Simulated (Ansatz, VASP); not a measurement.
This is a calculation of HfIn4SiO6 for VASP 6.6.1.

File INCAR:

```
PREC = Accurate
ENCUT = 520
EDIFF = 1E-6
ISMEAR = -1
SIGMA = 0.05
LREAL = False
LASPH = True
NELM = 60
ALGO = Normal
ISIF = 2
LWAVE = False
LCHARG = False
GGA = PE
NBANDS = 63
```

Contents of KPOINTS:

```
Automatic mesh
0
Gamma
  4 4 3
```

The input POSCAR:

```
HfIn4SiO6
1.0
    2.6976222696     -4.6720014649      0.0082740923
    2.6976222696      4.6720014649      0.0082740923
   -1.8665378750      0.0000000000      7.3515955503
Hf In Si O
1 4 1 6
Direct
    0.7883500000      0.2116500000      0.0000000000
    0.6217500000      0.3782500000      0.5000000000
    0.4550200000      0.5449800000      0.0000000000
    0.2840700000      0.7159300000      0.5000000000
    0.9581400000      0.0418600000      0.5000000000
    0.1216800000      0.8783200000      0.0000000000
    0.0621900000      0.1141500000      0.8666600000
    0.8858500000      0.9378100000      0.1333400000
    0.7949000000      0.5378400000      0.8666300000
    0.4621600000      0.2051000000      0.1333700000
    0.1535200000      0.6287900000      0.1333300000
    0.3712100000      0.8464800000      0.8666700000
```

Potentials or basis: VASP PAW PBE potentials, release 64 (Hf_pv, In_d, Si, O).

Command:

```console
$ cat potpaw_PBE.64/Hf_pv/POTCAR potpaw_PBE.64/In_d/POTCAR potpaw_PBE.64/Si/POTCAR potpaw_PBE.64/O/POTCAR > POTCAR
$ mpirun -np 1 vasp_std > vasp.out
```

Q: Translate it to Ansatz 0.2.0. Potentials there: all-electron LAPW, scalar-relativistic.

A: As run (the cutoff follows the program's own potentials):

Contents of input.yaml:

```yaml
crystal:
  lattice:
    - [2.6976222696, -4.6720014649, 0.0082740923]
    - [2.6976222696, 4.6720014649, 0.0082740923]
    - [-1.866537875, 0.0, 7.3515955503]
  atoms:
    - { symbol: Hf, position: [0.78835, 0.21165, 0.0] }
    - { symbol: In, position: [0.62175, 0.37825, 0.5] }
    - { symbol: In, position: [0.45502, 0.54498, 0.0] }
    - { symbol: In, position: [0.28407, 0.71593, 0.5] }
    - { symbol: In, position: [0.95814, 0.04186, 0.5] }
    - { symbol: Si, position: [0.12168, 0.87832, 0.0] }
    - { symbol: O, position: [0.06219, 0.11415, 0.86666] }
    - { symbol: O, position: [0.88585, 0.93781, 0.13334] }
    - { symbol: O, position: [0.7949, 0.53784, 0.86663] }
    - { symbol: O, position: [0.46216, 0.2051, 0.13337] }
    - { symbol: O, position: [0.15352, 0.62879, 0.13333] }
    - { symbol: O, position: [0.37121, 0.84648, 0.86667] }
kpoints:
  mp_grid: { grid: [4, 4, 3] }
scf:
  occupations: { method: fermi_dirac, width: 0.05 }
hamiltonian:
  xc: pbe
  pseudopotentials: { kind: all_electron, lapw: { basis_error: 0.003 } }
output:
  forces: true
  stress: true
  eigenvalues: true
```

Potentials or basis: all-electron LAPW, scalar-relativistic.

The run is started by

```console
$ ansatz run input.yaml --threads 8 --pin off --max-ram 24576MiB --backend cpu --events-out ev --progress --plain --runs-dir out
```

Both were run:

|  | VASP | Ansatz | Ansatz less VASP |
| --- | --- | --- | --- |
| gap on the k mesh at the Fermi level (eV) | none | none | - |
| pressure (GPa) | 1.7 | 2.2 | +0.46 |
| traceless stress, the component that is largest in VASP (GPa) | -0.24 | -0.33 | -0.095 |
| rms of the force components (eV/Å) | 0.092 | 0.096 | +0.0043 |

Atom by atom the forces differ by 0.058 eV/Å (rms over components). A gap of «none» marks a metal or a gap that the smearing closes. Ansatz ran all-electron here, and VASP with PAW potentials.

Neither program's run includes spin-orbit coupling. Noted on Ansatz's run: the k mesh is thin for a metal, which can move the energy by tens of meV per atom.
